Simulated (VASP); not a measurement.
# CdSe (F-43m) in VASP: dielectric tensor with r2SCAN

Aim: the dielectric tensor of CdSe with r2SCAN.

All numbers are computed with VASP 6.6.1; they aren't measurements. Logs are shortened: lines on timing, memory, paths and dates and some standing lists are left out, and cuts for length are marked.

## 1. The cell of the first run

It takes space group F-43m (No. 216, cubic). Conventional cell: a = 6.136 Å, b = 6.136 Å, c = 6.136 Å, α = 90.00°, β = 90.00°, γ = 90.00°. Cd (site symmetry -43m) has 4 Se at 2.66 Å within 3.5 Å. Se (site symmetry -43m) has 4 Cd at 2.66 Å within 3.5 Å.

## 2. Dielectric tensor, r2SCAN

INCAR

```
SYSTEM = CdSe
PREC     = Accurate       ! precision mode
ENCUT    = 520            ! plane-wave cutoff, eV
EDIFF    = 1E-8           ! SCF threshold, eV
ISMEAR   = 0              ! smearing method
SIGMA    = 0.01           ! smearing width, eV
LREAL    = .False.        ! projectors in reciprocal space
LASPH    = .True.         ! aspherical terms in the spheres
NELM     = 80             ! most SCF steps
ALGO     = Normal         ! electronic algorithm
ISIF     = 2              ! what is computed and relaxed
LWAVE    = .False.        ! write WAVECAR
LCHARG   = .False.        ! write CHGCAR
METAGGA  = R2SCAN         ! meta-GGA
LMIXTAU  = .True.       
LCALCEPS = .True.
```

KPOINTS

```
Automatic mesh
0
Gamma
  6 6 6
  0 0 0
```

POSCAR

```
CdSe
1.0
    0.0000000000      3.0678016992      3.0678016992
    3.0678016992      0.0000000000      3.0678016992
    3.0678016992      3.0678016992      0.0000000000
Cd Se
1 1
Direct
    0.0000000000      0.0000000000      0.0000000000
    0.7500000000      0.7500000000      0.7500000000
```

Potentials or basis: VASP PAW PBE potentials, release 64 (Cd, Se).

Started as:

```
$ cat potpaw_PBE.64/Cd/POTCAR potpaw_PBE.64/Se/POTCAR > POTCAR
$ mpirun -np 1 vasp_std > vasp.out
```

OUTCAR:

```text
SYSTEM = CdSe
   PREC = Accurate
   ENCUT = 520
   EDIFF = 1E-8
   ISMEAR = 0
   LREAL = .False.
   LASPH = .True.
   NELM = 80
   ISIF = 2
   METAGGA = R2SCAN

 ion  position               nearest neighbor table
   1  0.000  0.000  0.000-   2 2.66   2 2.66   2 2.66   2 2.66
   2  0.750  0.750  0.750-   1 2.66   1 2.66   1 2.66   1 2.66

  LATTYP: Found a face centered cubic cell.
 ALAT       =     6.1356033984

  Lattice vectors:

 A1 = (   0.0000000000,   3.0678016992,   3.0678016992)
 A2 = (   3.0678016992,   0.0000000000,   3.0678016992)
 A3 = (   3.0678016992,   3.0678016992,   0.0000000000)

Analysis of symmetry for initial positions (statically):
=====================================================================
 Subroutine PRICEL returns:
 Original cell was already a primitive cell.

 Routine SETGRP: Setting up the symmetry group for a
 face centered cubic supercell.

 Subroutine GETGRP returns: Found 24 space group operations
 (whereof 24 operations were pure point group operations)
 out of a pool of 48 trial point group operations.

The static configuration has the point symmetry T_d .

Analysis of symmetry for dynamics (positions and initial velocities):
=====================================================================
 Subroutine PRICEL returns:
 Original cell was already a primitive cell.

 Routine SETGRP: Setting up the symmetry group for a
 face centered cubic supercell.

 Subroutine GETGRP returns: Found 24 space group operations
 (whereof 24 operations were pure point group operations)
 out of a pool of 48 trial point group operations.

The dynamic configuration has the point symmetry T_d .

 Subroutine INISYM returns: Found 24 space group operations
 (whereof 24 operations are pure point group operations),
 and found     1 'primitive' translations

----------------------------------------------------------------------------------------

                                     Primitive cell

  volume of cell :      57.7447

  direct lattice vectors                    reciprocal lattice vectors
     0.000000000  3.067801699  3.067801699    -0.162983155  0.162983155  0.162983155
     3.067801699  0.000000000  3.067801699     0.162983155 -0.162983155  0.162983155
     3.067801699  3.067801699  0.000000000     0.162983155  0.162983155 -0.162983155

  length of vectors
     4.338526770  4.338526770  4.338526770     0.282295105  0.282295105  0.282295105

  position of ions in fractional coordinates (direct lattice)
     0.000000000  0.000000000  0.000000000
     0.750000000  0.750000000  0.750000000

  ion indices of the primitive-cell ions
   primitive index   ion index
                 1           1
                 2           2

----------------------------------------------------------------------------------------

 KPOINTS: Automatic mesh

Automatic generation of k-mesh.
 Grid dimensions read from file:
 generate k-points for:    6    6    6

 Generating k-lattice:

  Cartesian coordinates                     Fractional coordinates (reciprocal lattice)
    -0.027163859  0.027163859  0.027163859     0.166666667  0.000000000  0.000000000
     0.027163859 -0.027163859  0.027163859     0.000000000  0.166666667  0.000000000
     0.027163859  0.027163859 -0.027163859     0.000000000  0.000000000  0.166666667

  Length of vectors
     0.047049184  0.047049184  0.047049184

  Shift w.r.t. Gamma in fractional coordinates (k-lattice)
     0.000000000  0.000000000  0.000000000

 Subroutine IBZKPT returns following result:
 ===========================================

 Found     16 irreducible k-points:

 Following reciprocal coordinates:
            Coordinates               Weight
  0.000000  0.000000  0.000000      1.000000
  0.166667  0.000000  0.000000      8.000000
  0.333333  0.000000  0.000000      8.000000
  0.500000  0.000000  0.000000      4.000000
  0.166667  0.166667  0.000000      6.000000
  0.333333  0.166667  0.000000     24.000000
[... 8 lines left out ...]
 -0.333333  0.333333  0.166667     24.000000
 -0.333333  0.500000  0.166667     12.000000
   k-points           NKPTS =     16   k-points in BZ     NKDIM =     16   number of bands    NBANDS=     13
   number of dos      NEDOS =    301   number of ions     NIONS =      2
   total plane-waves  NPLWV =  32768
   dimension x,y,z NGX =    32 NGY =   32 NGZ =   32
   dimension x,y,z NGXF=    64 NGYF=   64 NGZF=   64
   ions per type =               1   1
   NGX,Y,Z   is equivalent  to a cutoff of  12.26, 12.26, 12.26 a.u.
   NGXF,Y,Z  is equivalent  to a cutoff of  24.52, 24.52, 24.52 a.u.
 SYSTEM =  CdSe
   PREC   = accura    normal or accurate (medium, high low for compatibility)
   ISTART =      0    job   : 0-new  1-cont  2-samecut
   ICHARG =      2    charge: 1-file 2-atom 10-const
   ISPIN  =      1    spin polarized calculation?
   LNONCOLLINEAR =      F non collinear calculations
   LSORBIT =      F    spin-orbit coupling
   LASPH  =      T    aspherical Exc in radial PAW
   ENCUT  =  520.0 eV  38.22 Ry    6.18 a.u.   8.07  8.07  8.07*2*pi/ulx,y,z
   NELM   =     80;   NELMIN=  2; NELMDL= -5     # of ELM steps
   EDIFF  = 0.1E-07   stopping-criterion for ELM
   LREAL  =      F    real-space projection
   EDIFFG = 0.1E-06   stopping-criterion for IOM
   NSW    =      0    number of steps for IOM
   IBRION =     -1    ionic relax: 0-MD 1-quasi-New 2-CG
   NFREE  =      0    steps in history (QN), initial steepest desc. (CG)
   ISIF   =      2    stress and relaxation
   ISYM   =      2    0-nonsym 1-usesym 2-fastsym
   POTIM  = 0.5000    time-step for ionic-motion
   TEBEG  =    0.0;   TEEND  =   0.0 temperature during run
   PSTRESS=    0.0 pullay stress
   NELECT =      18.0000    total number of electrons
   NUPDOWN=      -1.0000    fix difference up-down
   EMIN   =  10.00;   EMAX   =-10.00  energy-range for DOS
   EFERMI =   0.00;   METHOD = LEGACY
   ISMEAR =     0;   SIGMA  =   0.01  broadening in eV -4-tet -1-fermi 0-gaus
   EFERMI_NEDOS =   21; number of points for ismear=-14 and -15
   IALGO  =     38    algorithm
   IMIX   =      4    mixing-type and parameters
     AMIX     =   0.40;   BMIX     =  1.00
     AMIX_MAG =   1.60;   BMIX_MAG =  1.00
  volume/ion in A,a.u.               =      28.87       194.84
  Fermi-wavevector in a.u.,A,eV,Ry     =   1.110014  2.097622 16.764155  1.232131
  Thomas-Fermi vector in A             =   2.246560
   LORBIT       =      0    0 simple, 1 ext, 2 COOP (PROOUT), +10 PAW based schemes
   METAGGA = R2SCAN    functional components
   LHFCALC =     F    Hartree Fock is set to
   AEXX    =    0.0000 exact exchange contribution
   IVDW    =     0    specifies the selected vdW correction
   LEPSILON=     F    determine dielectric tensor
   LRPA    =     F    only Hartree local field effects (RPA)
   LRPA       =     F
 non-spin polarized calculation
 Gauss-broadening in eV      SIGMA  =   0.01
  energy-cutoff  :      520.00
  volume of cell :       57.74
 maximum number of plane-waves:      1588
   NGX = 17   NGY = 17   NGZ = 17

 Total electronic dipole moment: p[elc]=(    -0.01362    -0.01362    -0.01362 ) |e| Angst

 number of electron      18.0000008 magnetization

 Free energy of the ion-electron system (eV)
  ---------------------------------------------------
  ext. energy  EPLUGINS =         0.00000000
  ---------------------------------------------------
  free energy    TOTEN  =       -35.91294062 eV

  energy without entropy =      -35.91294062  energy(sigma->0) =      -35.91294062

 E-fermi :   0.4828     XC(G=0):  -9.3022

 val. band max:        0.4409525602   @ k =   0.0000   0.0000   0.0000
 cond. band min:   10000.0000000000   @ k =   0.0000   0.0000   0.0000
 fundamental gap:   9999.5590474398
 Fermi energy:         0.4827840799

 k-point     1 :       0.0000    0.0000    0.0000
  band No.  band energies     occupation
      1     -12.4303      2.00000
      2      -7.6452      2.00000
      3      -7.6446      2.00000
      4      -7.6440      2.00000
      5      -7.2722      2.00000
      6      -7.2722      2.00000
      7       0.4401      2.00000
      8       0.4407      2.00000
      9       0.4410      2.00000
     10   10000.0000      0.00000
     11   10000.0000      0.00000
     12   10000.0000      0.00000
     13   10000.0000      0.00000

 k-point     2 :       0.1667    0.0000    0.0000
  band No.  band energies     occupation
      1     -12.3421      2.00000
      2      -7.6169      2.00000
      3      -7.6163      2.00000
      4      -7.5524      2.00000
      5      -7.2727      2.00000
      6      -7.2726      2.00000
      7      -1.1619      2.00000
      8       0.2400      2.00000
      9       0.2403      2.00000
     10   10000.0000      0.00000
     11   10000.0000      0.00000
     12   10000.0000      0.00000
     13   10000.0000      0.00000

 k-point     3 :       0.3333    0.0000    0.0000
  band No.  band energies     occupation
      1     -12.1631      2.00000
      2      -7.5692      2.00000
      3      -7.5688      2.00000
      4      -7.2626      2.00000
      5      -7.2622      2.00000
      6      -7.2518      2.00000
      7      -2.9782      2.00000
      8      -0.1177      2.00000
      9      -0.1175      2.00000
     10   10000.0000      0.00000
     11   10000.0000      0.00000
     12   10000.0000      0.00000
     13   10000.0000      0.00000
[... 305 lines left out ...]
 k-point    23 :       0.0000    0.1667    0.1667
  band No.  band energies     occupation
      1     -12.3129      2.00000
      2      -7.5873      2.00000
      3      -7.5873      2.00000
      4      -7.5634      2.00000
      5      -7.2874      2.00000
      6      -7.2582      2.00000
      7      -1.1533      2.00000
      8      -0.0922      2.00000
      9      -0.0921      2.00000
     10   10000.0000      0.00000
     11   10000.0000      0.00000
     12   10000.0000      0.00000
     13   10000.0000      0.00000

 k-point    24 :       0.0000    0.3333    0.1667
  band No.  band energies     occupation
      1     -12.1648      2.00000
      2      -7.5529      2.00000
      3      -7.5322      2.00000
      4      -7.3790      2.00000
      5      -7.2460      2.00000
      6      -7.2452      2.00000
      7      -2.4955      2.00000
      8      -0.5570      2.00000
      9      -0.4888      2.00000
     10   10000.0000      0.00000
     11   10000.0000      0.00000
     12   10000.0000      0.00000
     13   10000.0000      0.00000

 [... further k-points ...]

------------------------ aborting loop because EDIFF is reached ----------------------------------------

            Ionic dipole moment: p[ion]=(    -9.20341    -9.20341    -9.20341 ) |e| Angst

 Total electronic dipole moment: p[elc]=(    -0.01360    -0.01360     0.00353 ) |e| Angst

 MACROSCOPIC STATIC DIELECTRIC TENSOR (including local field effects)
 ------------------------------------------------------
           6.374022     0.000000     0.000000
          -0.000000     6.374022     0.000000
          -0.000000    -0.000000     6.374022
 ------------------------------------------------------

 PIEZOELECTRIC TENSOR (including local field effects) (e Angst)
          XX          YY          ZZ          XY          YZ          ZX
  --------------------------------------------------------------------------------
  x    -0.00000     0.00000     0.00000     0.00000     2.29189    -0.00000
  y     0.00000     0.00000     0.00000    -0.00000     0.00000     2.29189
  z     0.00000     0.00000     0.00000     2.29189     0.00000    -0.00000

 PIEZOELECTRIC TENSOR (including local field effects) (C/m^2)
          XX          YY          ZZ          XY          YZ          ZX
  --------------------------------------------------------------------------------
  x    -0.00000     0.00000     0.00000     0.00000     0.63591    -0.00000
  y     0.00000     0.00000     0.00000    -0.00000     0.00000     0.63591
  z     0.00000     0.00000     0.00000     0.63591     0.00000    -0.00000

 BORN EFFECTIVE CHARGES (including local field effects) (in |e|, cummulative output)
 ---------------------------------------------------------------------------------
 ion    1
    1     2.25840     0.00000    -0.00000
    2     0.00000     2.25840    -0.00000
    3    -0.00000     0.00000     2.25840
 ion    2
    1    -2.25840    -0.00000     0.00000
    2    -0.00000    -2.25840     0.00000
    3     0.00000    -0.00000    -2.25840

  FORCE on cell =-STRESS in cart. coord.  units (eV):
  Direction    XX          YY          ZZ          XY          YZ          ZX
  --------------------------------------------------------------------------------------
  -------------------------------------------------------------------------------------
  Total        0.0713485      0.0713485      0.0713485      0.0000000      0.0000000      0.0000000
  in kB        1.9796288      1.9796288      1.9796288      0.0000000      0.0000000      0.0000000
  external PRESSURE =       1.9796288 kB  Pullay stress =       0.0000000 kB

 VOLUME and BASIS-vectors are now :
 -----------------------------------------------------------------------------
  energy-cutoff  :      520.00
  volume of cell :       57.74
      direct lattice vectors                 reciprocal lattice vectors
     0.000000000  3.067801699  3.067801699    -0.162983155  0.162983155  0.162983155
     3.067801699  0.000000000  3.067801699     0.162983155 -0.162983155  0.162983155
     3.067801699  3.067801699  0.000000000     0.162983155  0.162983155 -0.162983155

 POSITION                                       TOTAL-FORCE (eV/Angst)
 -----------------------------------------------------------------------------------
      0.00000      0.00000      0.00000        -0.000000     -0.000000     -0.000000
      4.60170      4.60170      4.60170         0.000000      0.000000      0.000000
 -----------------------------------------------------------------------------------
    total drift:                                0.000004      0.000004      0.000004

  FREE ENERGIE OF THE ION-ELECTRON SYSTEM (eV)
  ---------------------------------------------------
  free  energy   TOTEN  =       -35.9129406232 eV

  energy  without entropy=      -35.9129406232  energy(sigma->0) =      -35.91294062
```

It took 45 min on 1 thread of Intel Xeon 8259CL, shared host; peak memory 0.38 GiB.

Results:

* Band gap on the k mesh: 1.03 eV
* Electronic dielectric tensor (diagonal): 6.37
* Born charges (mean of the diagonal): Cd +2.26; Se -2.26 e

Levels at points of the mesh, in eV from the valence-band top:
```
           k point  band 7  band 8  band 9  band 10  band 11  band 12
(0.00, 0.00, 0.00)    0.00    0.00    0.00     1.03     6.47     6.47
(0.50, 0.00, 0.00)   -4.27   -0.72   -0.72     2.82     6.92     6.92
(0.50, 0.50, 0.00)   -3.97   -1.80   -1.80     3.50     4.13     9.56
```

Electronic dielectric tensor:
```
6.37 0.00 0.00
0.00 6.37 0.00
0.00 0.00 6.37
```

Born effective charge tensors (e):
atom 1, Cd
```
2.26 0.00 0.00
0.00 2.26 0.00
0.00 0.00 2.26
```
atom 2, Se
```
-2.26  0.00  0.00
 0.00 -2.26  0.00
 0.00  0.00 -2.26
```

Dipole moments of the cell (e·Å, modulo the quantum): ionic -9.203, -9.203, -9.203; electronic -0.014, -0.014, 0.004

Caveat: the PAW data sets were made with another functional, which shifts forces and pressure a little.
